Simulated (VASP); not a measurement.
Mg9O8 (a cell with a defect): single point with LDA

System: Mg9O8 (a cell with a defect).

```xyz
17
Lattice="0.0000 4.1810 4.1810 4.1810 0.0000 4.1810 4.1810 4.1810 0.0000" Properties=species:S:1:pos:R:3 pbc="T T T"
Mg    0.0547    0.0545    0.0375
Mg    2.1565    2.1585    0.0650
Mg    2.0697    0.0884    2.1758
Mg    4.2348    2.1306    2.1433
Mg    0.0862    2.0700    2.1751
Mg    2.1290    4.2355    2.1442
Mg    1.6724    1.6747    3.7618
Mg    4.2672    4.2686    4.1586
Mg    2.8370    2.8393    4.9262
O     2.1063    2.1077    1.9981
O     4.2305    4.2318    2.1394
O     4.4220    2.1624    4.2516
O     6.2877    4.0921    4.1970
O     2.1623    4.4249    4.2523
O     4.0898    6.2882    4.1962
O     4.1445    4.1458    6.2336
O     6.3429    6.3437    6.5107
```

```json
{
 "Program": "VASP 6.6.1",
 "Task": "single point",
 "Functional": "LDA",
 "Potentials or basis": "VASP PAW LDA potentials, release 64 (Mg, O)",
 "Cutoff": "520 eV",
 "k mesh": "2 × 2 × 2",
 "Occupations": "fermi-dirac, width 0.02 eV",
 "Spin": "no spin polarisation",
 "Dipole correction": "no",
 "Further INCAR settings": "LREAL = Auto; ALGO = Normal; EDIFF = 1e-07; NBANDS = 47"
}
```

| Quantity | Value |
| --- | --- |
| Pressure | 35.5 GPa |
| Largest force | 0.104 eV/Å |
| Band gap on the k mesh | 0.32 eV |

Forces in eV/Å, atoms in the order of the input:
```
Mg   0.000  0.002  0.008
Mg  -0.008 -0.005 -0.015
Mg   0.010 -0.031 -0.024
Mg   0.000  0.004  0.001
Mg  -0.027  0.012 -0.021
Mg   0.006  0.002  0.001
Mg   0.059  0.058  0.064
Mg  -0.017 -0.018  0.012
Mg  -0.022 -0.021 -0.019
O    0.034  0.034 -0.018
O   -0.009 -0.014 -0.015
O    0.012 -0.026 -0.028
O    0.032 -0.016  0.026
O   -0.029  0.005 -0.031
O   -0.018  0.038  0.030
O    0.005  0.002  0.008
O   -0.028 -0.027  0.021
```

Stress tensor (GPa, compression positive):
```
35.51  5.67  5.66
 5.67 35.55  5.66
 5.66  5.66 35.49
```

Levels at points of the mesh, in eV from the valence-band top:
| k point | band 29 | band 30 | band 31 | band 32 | band 33 | band 34 | band 35 | band 36 | band 37 | band 38 |
| --- | --- | --- | --- | --- | --- | --- | --- | --- | --- | --- |
| (0.00, 0.00, 0.00) | -6.65 | -6.45 | -6.45 | -6.19 | -2.05 | 0.48 | 0.92 | 0.92 | 0.94 | 1.67 |
| (0.50, 0.00, 0.00) | -6.83 | -6.62 | -6.54 | -6.40 | -0.47 | 0.32 | 1.41 | 1.96 | 2.24 | 3.12 |
| (0.00, 0.50, 0.00) | -6.83 | -6.62 | -6.53 | -6.40 | -0.47 | 0.32 | 1.40 | 1.96 | 2.24 | 3.12 |
| (0.00, 0.00, 0.50) | -6.83 | -6.61 | -6.54 | -6.39 | -0.47 | 0.32 | 1.41 | 1.96 | 2.24 | 3.12 |
| (0.50, 0.50, 0.50) | -7.05 | -7.02 | -6.64 | -6.64 | -0.11 | 0.60 | 1.98 | 1.98 | 2.26 | 2.50 |
| (0.50, 0.50, 0.00) | -7.05 | -6.84 | -6.77 | -6.66 | 0.00 | 1.18 | 2.00 | 2.10 | 2.54 | 2.97 |
| (0.00, 0.50, 0.50) | -7.05 | -6.85 | -6.77 | -6.66 | 0.00 | 1.18 | 2.00 | 2.10 | 2.55 | 2.97 |
| (0.50, 0.00, 0.50) | -7.05 | -6.85 | -6.77 | -6.66 | 0.00 | 1.18 | 2.00 | 2.10 | 2.55 | 2.96 |

Wall time 54 s on 1 thread of Intel(R) Xeon(R) 6975P-C (Granite Rapids), with other jobs on the host, peak memory 0.26 GiB.

Caveat: the k points lie up to 0.65 Å⁻¹ apart.
